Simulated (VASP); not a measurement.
# P (R-3m) in VASP: further runs

Runs on P. Level: PBE. Tasks: single point.

All numbers are computed with VASP 6.6.1; they aren't measurements. Logs are shortened: lines on timing, memory, paths and dates and some standing lists are left out, and cuts for length are marked.

## 1. The cell of the first run

The structure is trigonal, space group R-3m (No. 166). Conventional cell: a = 3.757 Å, b = 3.757 Å, c = 9.203 Å, α = 90.00°, β = 90.00°, γ = 120.00°. Within 3.0 Å of P (site symmetry 3m) lie 4 P at 2.23 to 2.53 Å.

## 2. Single point, PBE (shortest bond scaled by 1.1)

Contents of INCAR:

```
ALGO     = Normal         # electronic algorithm
EDIFF    = 1E-7           # SCF threshold, eV
ENCUT    = 520            # plane-wave cutoff, eV
GGA      = PE             # functional
ISIF     = 2              # what is computed and relaxed
ISMEAR   = -1             # smearing method
LASPH    = T              # aspherical terms in the spheres
LCHARG   = F              # write CHGCAR
LREAL    = F              # projectors in reciprocal space
LWAVE    = F              # write WAVECAR
NBANDS   = 12             # bands
NELM     = 80             # most SCF steps
PREC     = Accurate       # precision mode
SIGMA    = 0.05           # smearing width, eV
```

Contents of KPOINTS:

```
k-points
0
Gamma
  10 10 10
```

Contents of POSCAR:

```
P
1.0
    0.0000000000      2.6566464230      2.6566464230
    2.6566464230      0.0000000000      2.6566464230
    2.6566464230      2.6566464230      0.0000000000
P
2
Direct
   -0.0875000000     -0.1375000000     -0.1375000000
    0.0875000000      0.1375000000      0.1375000000
```

Potentials or basis: VASP PAW PBE potentials, release 64 (P).

Command:

```bash
$ cat potpaw_PBE.64/P/POTCAR > POTCAR
$ mpirun -np 1 vasp_std > vasp.out
```

OUTCAR:

```text
EDIFF = 1E-7
   ENCUT = 520
   GGA = PE
   ISIF = 2
   ISMEAR = -1
   LASPH = T
   LREAL = F
   NELM = 80
   PREC = Accurate

 ion  position               nearest neighbor table
   1  0.913  0.862  0.862-   2 2.23   2 2.23   2 2.23   2 2.53
   2  0.087  0.138  0.138-   1 2.23   1 2.23   1 2.23   1 2.53

  LATTYP: Found a face centered cubic cell.
 ALAT       =     5.3132928460

  Lattice vectors:

 A1 = (   0.0000000000,   2.6566464230,   2.6566464230)
 A2 = (   2.6566464230,   0.0000000000,   2.6566464230)
 A3 = (   2.6566464230,   2.6566464230,   0.0000000000)

Analysis of symmetry for initial positions (statically):
=====================================================================
 Subroutine PRICEL returns:
 Original cell was already a primitive cell.

 Routine SETGRP: Setting up the symmetry group for a
 face centered cubic supercell.

 Subroutine GETGRP returns: Found 12 space group operations
 (whereof  4 operations were pure point group operations)
 out of a pool of 48 trial point group operations.

The static configuration has the point symmetry C_2h.
 The point group associated with its full space group is D_3d.

Analysis of symmetry for dynamics (positions and initial velocities):
=====================================================================
 Subroutine PRICEL returns:
 Original cell was already a primitive cell.

 Routine SETGRP: Setting up the symmetry group for a
 face centered cubic supercell.

 Subroutine GETGRP returns: Found 12 space group operations
 (whereof  4 operations were pure point group operations)
 out of a pool of 48 trial point group operations.

The dynamic configuration has the point symmetry C_2h.
 The point group associated with its full space group is D_3d.

 Subroutine INISYM returns: Found 12 space group operations
 (whereof  4 operations are pure point group operations),
 and found     1 'primitive' translations

----------------------------------------------------------------------------------------

                                     Primitive cell

  volume of cell :      37.5000

  direct lattice vectors                    reciprocal lattice vectors
     0.000000000  2.656646423  2.656646423    -0.188207206  0.188207206  0.188207206
     2.656646423  0.000000000  2.656646423     0.188207206 -0.188207206  0.188207206
[... 91 lines left out ...]
   ISIF   =      2    stress and relaxation
   ISYM   =      2    0-nonsym 1-usesym 2-fastsym
   POTIM  = 0.5000    time-step for ionic-motion
   TEBEG  =    0.0;   TEEND  =   0.0 temperature during run
   PSTRESS=    0.0 pullay stress
   NELECT =      10.0000    total number of electrons
   NUPDOWN=      -1.0000    fix difference up-down
   EMIN   =  10.00;   EMAX   =-10.00  energy-range for DOS
   EFERMI =   0.00;   METHOD = LEGACY
   ISMEAR =    -1;   SIGMA  =   0.05  broadening in eV -4-tet -1-fermi 0-gaus
   EFERMI_NEDOS =   21; number of points for ismear=-14 and -15
   IALGO  =     38    algorithm
   IMIX   =      4    mixing-type and parameters
     AMIX     =   0.40;   BMIX     =  1.00
     AMIX_MAG =   1.60;   BMIX_MAG =  1.00
  volume/ion in A,a.u.               =      18.75       126.53
  Fermi-wavevector in a.u.,A,eV,Ry     =   1.053734  1.991269 15.107307  1.110356
  Thomas-Fermi vector in A             =   2.188867
   LORBIT       =      0    0 simple, 1 ext, 2 COOP (PROOUT), +10 PAW based schemes
   GGA     = PE    functional components
   LHFCALC =     F    Hartree Fock is set to
   AEXX    =    0.0000 exact exchange contribution
   IVDW    =     0    specifies the selected vdW correction
   LEPSILON=     F    determine dielectric tensor
   LRPA    =     F    only Hartree local field effects (RPA)
 non-spin polarized calculation
  energy-cutoff  :      520.00
  volume of cell :       37.50
 maximum number of plane-waves:      1025
   NGX = 13   NGY = 13   NGZ = 13

 number of electron      10.0000001 magnetization

 Free energy of the ion-electron system (eV)
  ---------------------------------------------------
  ext. energy  EPLUGINS =         0.00000000
  ---------------------------------------------------
  free energy    TOTEN  =        -9.53461159 eV

  energy without entropy =       -9.52629684  energy(sigma->0) =       -9.53045421

 E-fermi :   6.9110     XC(G=0):  -9.9252

 val. band max:        6.8232402516   @ k =   0.2000   0.1000  -0.2000
 cond. band min:       6.9113252690   @ k =   0.1000  -0.3000   0.3000
 fundamental gap:      0.0880850175
 Fermi energy:         6.9109991744

 k-point     1 :       0.0000    0.0000    0.0000
  band No.  band energies     occupation
      1      -8.8694      2.00000
      2       2.9641      2.00000
      3       2.9641      2.00000
      4       4.3287      2.00000
      5       5.3321      2.00000
      6       6.0358      2.00000
      7       7.3130      0.00064
      8       7.3130      0.00064
      9      12.9793      0.00000
     10      13.7718      0.00000
     11      13.7718      0.00000
     12      16.3463      0.00000
[... 331 lines left out ...]
 k-point    24 :       0.1000    0.0000    0.5000
  band No.  band energies     occupation
      1      -6.5985      2.00000
      2      -3.8157      2.00000
      3       1.7510      2.00000
      4       2.6946      2.00000
      5       5.7632      2.00000
      6       7.3049      0.00076
      7       9.7782      0.00000
      8      13.1542      0.00000
      9      13.6844      0.00000
     10      15.2618      0.00000
     11      15.7997      0.00000
     12      16.2534      0.00000

 [... further k-points ...]

------------------------ aborting loop because EDIFF is reached ----------------------------------------

  FORCE on cell =-STRESS in cart. coord.  units (eV):
  Direction    XX          YY          ZZ          XY          YZ          ZX
  --------------------------------------------------------------------------------------
  -------------------------------------------------------------------------------------
  Total        1.2700574      1.2700574      1.2700574      0.4085088     -0.4085088      0.4085088
  in kB       54.2628583     54.2628583     54.2628583     17.4534294    -17.4534294     17.4534294
  external PRESSURE =      54.2628583 kB  Pullay stress =       0.0000000 kB

 VOLUME and BASIS-vectors are now :
 -----------------------------------------------------------------------------
  energy-cutoff  :      520.00
  volume of cell :       37.50
      direct lattice vectors                 reciprocal lattice vectors
     0.000000000  2.656646423  2.656646423    -0.188207206  0.188207206  0.188207206
     2.656646423  0.000000000  2.656646423     0.188207206 -0.188207206  0.188207206
     2.656646423  2.656646423  0.000000000     0.188207206  0.188207206 -0.188207206

 POSITION                                       TOTAL-FORCE (eV/Angst)
 -----------------------------------------------------------------------------------
      4.58272      4.71555      4.71555         0.353996     -0.353996     -0.353996
      0.73058      0.59775      0.59775        -0.353996      0.353996      0.353996
 -----------------------------------------------------------------------------------
    total drift:                               -0.000000      0.000000      0.000000

  FREE ENERGIE OF THE ION-ELECTRON SYSTEM (eV)
  ---------------------------------------------------
  free  energy   TOTEN  =        -9.5346115866 eV

  energy  without entropy=       -9.5262968417  energy(sigma->0) =       -9.53045421
```

OSZICAR:

```text
N       E                     dE             d eps       ncg     rms          rms(c)
DAV:   1     0.193382715769E+02    0.19338E+02   -0.42038E+03  2784   0.695E+02
DAV:   2    -0.846830030904E+01   -0.27807E+02   -0.26542E+02  3756   0.108E+02
DAV:   3    -0.959931997870E+01   -0.11310E+01   -0.11174E+01  3636   0.201E+01
DAV:   4    -0.960892958921E+01   -0.96096E-02   -0.96066E-02  3356   0.218E+00
DAV:   5    -0.960903320436E+01   -0.10362E-03   -0.10361E-03  3632   0.217E-01    0.843E+00
DAV:   6    -0.955874118864E+01    0.50292E-01   -0.21365E-02  3292   0.736E-01    0.502E+00
DAV:   7    -0.953472364911E+01    0.24018E-01   -0.39411E-02  3372   0.104E+00    0.114E-01
DAV:   8    -0.953459595719E+01    0.12769E-03   -0.26140E-03  3300   0.315E-01    0.625E-02
DAV:   9    -0.953460689913E+01   -0.10942E-04   -0.60366E-05  3568   0.525E-02    0.356E-02
DAV:  10    -0.953461110478E+01   -0.42056E-05   -0.44010E-06  3400   0.130E-02    0.954E-03
DAV:  11    -0.953461150621E+01   -0.40143E-06   -0.11596E-06  3444   0.710E-03    0.196E-03
DAV:  12    -0.953461161627E+01   -0.11007E-06   -0.84819E-08  2140   0.153E-03    0.116E-03
DAV:  13    -0.953461158660E+01    0.29675E-07   -0.25323E-08  1844   0.104E-03
   1 F= -.95346116E+01 E0= -.95304542E+01  d E =-.831474E-02
```

Run time: 78 s. Hardware: 1 thread of AMD EPYC 7R13, shared host; peak memory 0.14 GiB.

Results:

| Property | Result |
| --- | --- |
| Free energy | -9.5346 eV |
| Pressure | 5.4 GPa |
| Largest force | 0.613 eV/Å |
| Band gap on the k mesh | zero (bands 5 and 6 overlap by 1.93 eV) |

Forces in eV/Å, atoms in the order of the input:
```
P    0.354 -0.354 -0.354
P   -0.354  0.354  0.354
```

Stress tensor (GPa, compression positive):
```
 5.43  1.75  1.75
 1.75  5.43 -1.75
 1.75 -1.75  5.43
```

Caveat: the cell differs from its parent crystal (shortest bond scaled by 1.1); the cell stands under pressure.

## 3. Single point, PBE (shortest bond scaled by 0.88)

Contents of INCAR:

```
  ALGO = Normal
  EDIFF = 1E-7
  ENCUT = 520
  GGA = PE
  ISIF = 2
  ISMEAR = -1
  LASPH = T
  LCHARG = F
  LREAL = F
  LWAVE = F
  NBANDS = 12
  NELM = 60
  PREC = Accurate
  SIGMA = 0.05
```

KPOINTS is that of step 2.

Contents of POSCAR:

```
P
1.0
    0.0000000000      2.6566464230      2.6566464230
    2.6566464230      0.0000000000      2.6566464230
    2.6566464230      2.6566464230      0.0000000000
P
2
Direct
   -0.1700000000     -0.1100000000     -0.1100000000
    0.1700000000      0.1100000000      0.1100000000
```

Potentials or basis: VASP PAW PBE potentials, release 64 (P).

Command:

```bash
$ cat potpaw_PBE.64/P/POTCAR > POTCAR
$ mpirun -np 1 vasp_std > vasp.out
```

Run time: 85 s. Hardware: 1 thread of AMD EPYC 7R13, shared host; peak memory 0.14 GiB.

It converged, with:

```yaml
Free_energy: -9.4574 eV
Pressure: 7.2 GPa
Largest_force: 1.069 eV/Å
Band_gap_on_the_k_mesh: zero (bands 5 and 6 overlap by 1.99 eV)
```

Forces on the atoms (eV/Å):
```
P   -0.617  0.617  0.617
P    0.617 -0.617 -0.617
```

Stress tensor (GPa, compression positive):
```
 7.16 -4.43 -4.43
-4.43  7.16  4.43
-4.43  4.43  7.16
```

Levels at points of the mesh, in eV from the Fermi level:
| k point | band 3 | band 4 | band 5 | band 6 | band 7 | band 8 |
| --- | --- | --- | --- | --- | --- | --- |
| (0.00, 0.00, 0.00) | -2.55 | -2.18 | -2.18 | -0.72 | -0.72 | 1.45 |
| (0.50, 0.00, 0.00) | -4.03 | -4.03 | -1.32 | 1.85 | 1.85 | 6.46 |
| (0.00, 0.50, 0.00) | -5.22 | -3.35 | -2.48 | -0.17 | 2.60 | 5.81 |
| (0.50, 0.50, 0.00) | -5.83 | -5.40 | -2.05 | -0.71 | 6.30 | 7.18 |

Caveat: the cell differs from its parent crystal (shortest bond scaled by 0.88); the cell stands under pressure; forces of over 1 eV/Å act on the atoms, so gaps and moduli don't describe the material at rest.

## 4. Single point, PBE (shortest bond scaled by 0.64)

Contents of INCAR:

```
  PREC = Accurate
  ENCUT = 520
  EDIFF = 1E-7
  ISMEAR = -1
  SIGMA = 0.05
  LREAL = F
  LASPH = T
  NELM = 100
  ALGO = Normal
  ISIF = 2
  LWAVE = F
  LCHARG = F
  GGA = PE
  NBANDS = 12
```

Contents of KPOINTS:

```
Automatic mesh
0
Gamma
  10 10 10
```

Contents of POSCAR:

```
P
1.0
    0.0000000000      2.6566464230      2.6566464230
    2.6566464230      0.0000000000      2.6566464230
    2.6566464230      2.6566464230      0.0000000000
P
2
Direct
   -0.2600000000     -0.0800000000     -0.0800000000
    0.2600000000      0.0800000000      0.0800000000
```

Command:

```bash
$ cat potpaw_PBE.64/P/POTCAR > POTCAR
$ mpirun -np 1 vasp_std > vasp.out
```

It took 82 s on 1 thread of AMD EPYC 7R13, shared host; peak memory 0.14 GiB.

The run converged. Its results:

```yaml
Free_energy: -1.9502 eV
Pressure: 95.1 GPa
Largest_force: 42.612 eV/Å
Band_gap_on_the_k_mesh: zero (bands 5 and 6 overlap by 1.58 eV)
```

Forces on the atoms (eV/Å):
```
P   -24.602  24.602  24.602
P    24.602 -24.602 -24.602
```

Stress tensor (GPa, compression positive):
```
 95.07 -91.60 -91.60
-91.60  95.07  91.60
-91.60  91.60  95.07
```

Levels at points of the mesh, in eV from the Fermi level:
```csv
k point,band 2,band 3,band 4,band 5,band 6,band 7,band 8,band 9
"(0.00, 0.00, 0.00)",-5.73,-3.19,-3.19,-2.52,0.44,0.44,4.91,5.61
"(0.50, 0.00, 0.00)",-10.81,-4.45,-4.45,0.58,3.16,3.16,3.20,7.68
"(0.00, 0.50, 0.00)",-8.55,-4.99,-3.57,-3.30,-0.78,5.16,5.32,7.07
"(0.50, 0.50, 0.00)",-9.27,-5.48,-4.43,-4.28,0.52,5.18,6.82,7.43
```

Caveat: the cell differs from its parent crystal (shortest bond scaled by 0.64); atoms lie so close that the PAW spheres overlap strongly, which falsifies energies and pressures; the cell stands under pressure; forces of over 1 eV/Å act on the atoms, so gaps and moduli don't describe the material at rest.

## 5. Single point, PBE (shortest bond scaled by 0.58)

Contents of INCAR:

```
SYSTEM = P
  PREC = Accurate
  ENCUT = 520
  EDIFF = 1E-7
  ISMEAR = -1
  SIGMA = 0.05
  LREAL = .FALSE.
  LASPH = .TRUE.
  NELM = 60
  ALGO = Normal
  ISIF = 2
  LWAVE = .FALSE.
  LCHARG = .FALSE.
  GGA = PE
  NBANDS = 12
```

Contents of KPOINTS:

```
Automatic mesh
0
G
  10 10 10
  0 0 0
```

Contents of POSCAR:

```
P
1.0
    0.0000000000      2.6566464230      2.6566464230
    2.6566464230      0.0000000000      2.6566464230
    2.6566464230      2.6566464230      0.0000000000
P
2
Direct
   -0.2825000000     -0.0725000000     -0.0725000000
    0.2825000000      0.0725000000      0.0725000000
```

Command:

```bash
$ cat potpaw_PBE.64/P/POTCAR > POTCAR
$ mpirun -np 1 vasp_std > vasp.out
```

Run time: 76 s. Hardware: 1 thread of AMD EPYC 7R13, shared host; peak memory 0.14 GiB.

Results (log left out):

- Free energy: 6.3231 eV
- Pressure: 160.3 GPa
- Largest force: 81.018 eV/Å
- Band gap on the k mesh: zero (bands 5 and 6 overlap by 1.20 eV)

Forces in eV/Å, atoms in the order of the input:
```
P   -46.776  46.776  46.776
P    46.776 -46.776 -46.776
```

Stress tensor (GPa, compression positive):
```
 160.34 -156.30 -156.30
-156.30  160.34  156.30
-156.30  156.30  160.34
```

Levels at points of the mesh, in eV from the Fermi level:
```tsv
k point	band 2	band 3	band 4	band 5	band 6	band 7	band 8	band 9
(0.00, 0.00, 0.00)	-5.49	-4.46	-4.46	-2.89	0.79	0.79	5.18	5.46
(0.50, 0.00, 0.00)	-10.59	-5.36	-5.36	0.72	2.78	3.09	3.09	7.35
(0.00, 0.50, 0.00)	-8.81	-4.69	-4.63	-4.24	-0.42	4.90	5.13	6.41
(0.50, 0.50, 0.00)	-9.23	-6.23	-5.31	-4.11	0.43	4.68	6.68	6.74
```

Caveat: the cell differs from its parent crystal (shortest bond scaled by 0.58); atoms lie so close that the PAW spheres overlap strongly, which falsifies energies and pressures; the cell stands under pressure; forces of over 1 eV/Å act on the atoms, so gaps and moduli don't describe the material at rest.

## 6. Summary

```tsv
cell	gap on the mesh (eV)	pressure (GPa)	largest force (eV/Å)
as given, shortest bond scaled by 1.1	none	5.4	0.61
as given, shortest bond scaled by 0.88	none	7.2	1.07
as given, shortest bond scaled by 0.64	none	95.1	42.61
as given, shortest bond scaled by 0.58	none	160.3	81.02
```

Some of these runs hold the atoms at other places in the same cell, which the table doesn't show; runs alike in all that it shows share one row.

Alike in all rows: task single point; level PBE; potentials or basis VASP PAW PBE potentials, release 64 (P); no spin polarisation; k mesh 10 × 10 × 10; cutoff (eV) 520; smearing fermi-dirac 0.05 eV.

Caveats: the cell stands under pressure; forces of over 1 eV/Å act on the atoms, so gaps and moduli don't describe the material at rest (at least some runs); atoms lie so close that the PAW spheres overlap strongly, which falsifies energies and pressures (at least some runs).

Total energies depend on the potentials used, so only differences within one code and one set of settings carry meaning.
